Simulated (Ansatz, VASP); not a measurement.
# SiB2: VASP beside Ansatz

INCAR

```
SYSTEM = SiB2
PREC = Accurate
ENCUT = 500
EDIFF = 1E-6
ISMEAR = 0
SIGMA = 0.1
LREAL = .FALSE.
LASPH = .TRUE.
NELM = 120
ALGO = Normal
ISIF = 2
LWAVE = .FALSE.
LCHARG = .FALSE.
GGA = PE
NBANDS = 19
GGA_COMPAT = .FALSE.
```

File KPOINTS:

```
Automatic mesh
0
G
  4 4 4
  0 0 0
```

File POSCAR:

```
SiB2
1.0
    4.1388060500      0.0000000000      0.0000000000
    0.0000000000      4.1388060500      0.0000000000
    0.0000000000      0.0000000000      4.1265827000
Si B
2 4
Direct
    0.5000000000      0.5000000000      0.0000000000
    0.0000000000      0.0000000000      0.5000000000
    0.1548886100      0.3451113900      0.2500000000
    0.8451113900      0.6548886100      0.2500000000
    0.3451113900      0.8451113900      0.7500000000
    0.6548886100      0.1548886100      0.7500000000
```

Input for Ansatz:

```yaml
crystal:
  lattice:
    - [4.13880605, 0.0, 0.0]
    - [0.0, 4.13880605, 0.0]
    - [0.0, 0.0, 4.1265827]
  atoms:
    - { symbol: Si, position: [0.5, 0.5, 0.0] }
    - { symbol: Si, position: [0.0, 0.0, 0.5] }
    - { symbol: B, position: [0.15488861, 0.34511139, 0.25] }
    - { symbol: B, position: [0.84511139, 0.65488861, 0.25] }
    - { symbol: B, position: [0.34511139, 0.84511139, 0.75] }
    - { symbol: B, position: [0.65488861, 0.15488861, 0.75] }
basis:
  ecutwfc: 420
kpoints:
  mp_grid: { grid: [4, 4, 4] }
hamiltonian:
  xc: pbe
scf:
  occupations: { method: gaussian, width: 0.1 }
  lower_state_search: "off"
output:
  forces: true
  stress: true
  eigenvalues: true
```

Alike in both runs: task single point; functional PBE; k mesh 4 × 4 × 4; occupations gaussian, width 0.1 eV; no spin polarisation.

```csv
,VASP,Ansatz
version,VASP 6.6.1,Ansatz 0.2.0
potentials or method,"VASP PAW PBE potentials, release 64 (Si, B), cutoff 500 eV","scalar-relativistic, plane waves, PAW"
valence electrons in the cell,20,20
```

```csv
,VASP,Ansatz,Ansatz less VASP
gap on the k mesh at the Fermi level (eV),none,none,-
pressure (GPa),22.1,22.2,+0.10
"traceless stress, the component that is largest in VASP (GPa)",8.01,7.99,-0.015
rms of the force components (eV/Å),1.497,1.501,+0.0039
```

Atom by atom the forces differ by 0.004 eV/Å (rms over components). A gap of «none» marks a metal or a gap that the smearing closes.

The k mesh is coarse, so the values compare programs but aren't converged.
